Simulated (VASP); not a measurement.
# CdSe: single point with PBE

The system is CdSe.

```
Cd Se
1.0
     4.29850    0.00000    0.00000
    -2.14925    3.72261    0.00000
     0.00000    0.00000    7.01520
Cd Se
2 2
Direct
  0.66667 0.33333 0.00000
  0.33333 0.66667 0.50000
  0.67970 0.29772 0.37500
  0.34637 0.63105 0.87500
```

This cell differs from its parent crystal: all Se atoms moved +0.188 Å, as atom 3 along Cartesian [1 -1 0].

```json
{"Program": "VASP 6.6.1", "Task": "single point", "Functional": "PBE", "Potentials or basis": "VASP PAW PBE potentials, release 64 (Cd, Se)", "Cutoff": "520 eV", "k mesh": "6 × 6 × 4", "Occupations": "gaussian, width 0.05 eV", "Spin": "no spin polarisation", "Dipole correction": "no", "Further INCAR settings": "ALGO = Normal; EDIFF = 1e-06; NBANDS = 26"}
```

* Pressure: 4.1 GPa
* Largest force: 1.267 eV/Å
* Band gap on the k mesh: 0.66 eV

Forces on the atoms (eV/Å):
```
Cd   0.999 -0.731  0.194
Cd   0.461 -0.727  0.148
Se  -0.442  0.727 -0.151
Se  -1.017  0.730 -0.191
```

Stress tensor (GPa, compression positive):
```
 4.33 -0.49  1.72
-0.49  4.30 -1.72
 1.72 -1.72  3.58
```

Levels at points of the mesh, in eV from the valence-band top:
| k point | band 14 | band 15 | band 16 | band 17 | band 18 | band 19 | band 20 | band 21 | band 22 | band 23 |
| --- | --- | --- | --- | --- | --- | --- | --- | --- | --- | --- |
| (0.00, 0.00, 0.00) | -0.85 | -0.84 | -0.11 | -0.01 | 0.00 | 0.66 | 2.20 | 5.78 | 5.82 | 6.10 |
| (0.50, 0.00, 0.00) | -3.69 | -2.74 | -1.81 | -1.45 | -0.70 | 3.16 | 3.29 | 4.64 | 6.10 | 6.42 |
| (0.00, 0.50, 0.00) | -3.64 | -2.71 | -1.86 | -1.43 | -0.74 | 3.07 | 3.39 | 4.68 | 6.10 | 6.41 |
| (0.50, 0.50, 0.00) | -3.60 | -2.69 | -1.90 | -1.40 | -0.79 | 3.02 | 3.45 | 4.71 | 6.11 | 6.41 |
| (0.00, 0.00, 0.50) | -2.72 | -0.64 | -0.63 | -0.25 | -0.24 | 2.38 | 2.38 | 5.70 | 5.76 | 5.91 |
| (0.50, 0.00, 0.50) | -4.20 | -1.59 | -1.57 | -1.20 | -1.18 | 2.82 | 2.97 | 4.70 | 4.83 | 7.63 |
| (0.00, 0.50, 0.50) | -4.07 | -1.57 | -1.51 | -1.27 | -1.21 | 2.69 | 3.10 | 4.60 | 4.98 | 7.57 |
| (0.50, 0.50, 0.50) | -3.99 | -1.51 | -1.44 | -1.34 | -1.28 | 2.61 | 3.17 | 4.55 | 5.07 | 7.55 |

Wall time 96 s on 1 thread of Intel(R) Xeon(R) Platinum 8488C (Sapphire Rapids), with other jobs on the host, peak memory 0.35 GiB.

Caveat: the cell differs from its parent crystal (all Se atoms moved +0.188 Å, as atom 3 along Cartesian [1 -1 0]); the cell stands under pressure; forces of over 1 eV/Å act on the atoms, so gaps and moduli don't describe the material at rest.
